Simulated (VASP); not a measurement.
The system is Pt.

```xyz
2
Lattice="2.7607 0.0000 0.0000 -1.3803 2.3908 0.0000 0.0000 0.0000 4.7921" Properties=species:S:1:pos:R:3 pbc="T T T"
Pt    1.3803    0.7969    3.5941
Pt    0.0000    1.5939    1.1980
```

- Program: VASP 6.6.1
- Task: relaxation of volume and atoms at fixed shape
- Functional: PBEsol
- Potentials or basis: VASP PAW PBE potentials, release 64 (Pt)
- Cutoff: 600 eV
- k mesh: 7 × 7 × 4
- Occupations: gaussian, width 0.1 eV
- Spin: no spin polarisation

At the start: pressure -10.9 GPa; volume 15.81 Å³/atom.

Q: How do energy, volume and symmetry change on relaxing?

A: Over 4 steps the energy falls by 23.6 meV/atom and the volume is 15.15 Å³/atom (-4.2 %); space group P6_3/mmc (No. 194, to 0.05 Å).

Step by step:
| step | energy change (eV) | largest force (eV/Å) | pressure (GPa) | volume (Å³) |
| --- | --- | --- | --- | --- |
| 1 | 0.0000 | 0.0000 | -10.85 | 31.63 |
| 2 | 0.3656 | 0.0000 | 44.99 | 26.97 |
| 3 | -0.0472 | 0.0000 | -0.53 | 30.36 |
| 4 | -0.0473 | 0.0000 | -0.10 | 30.31 |

Final structure:
```cif
data_structure
_symmetry_space_group_name_H-M 'P 1'
_symmetry_Int_Tables_number 1
_cell_length_a 2.7217
_cell_length_b 2.7217
_cell_length_c 4.7245
_cell_angle_alpha 90.000
_cell_angle_beta 90.000
_cell_angle_gamma 120.000
_cell_volume 30.31
loop_
_atom_site_label
_atom_site_type_symbol
_atom_site_fract_x
_atom_site_fract_y
_atom_site_fract_z
_atom_site_occupancy
Pt1 Pt 0.66667 0.33333 0.75000 1
Pt2 Pt 0.33333 0.66667 0.25000 1
```

Caveat: the k points lie up to 0.38 Å⁻¹ apart in the final cell; the PAW data sets were made with another functional, which shifts forces and pressure a little.
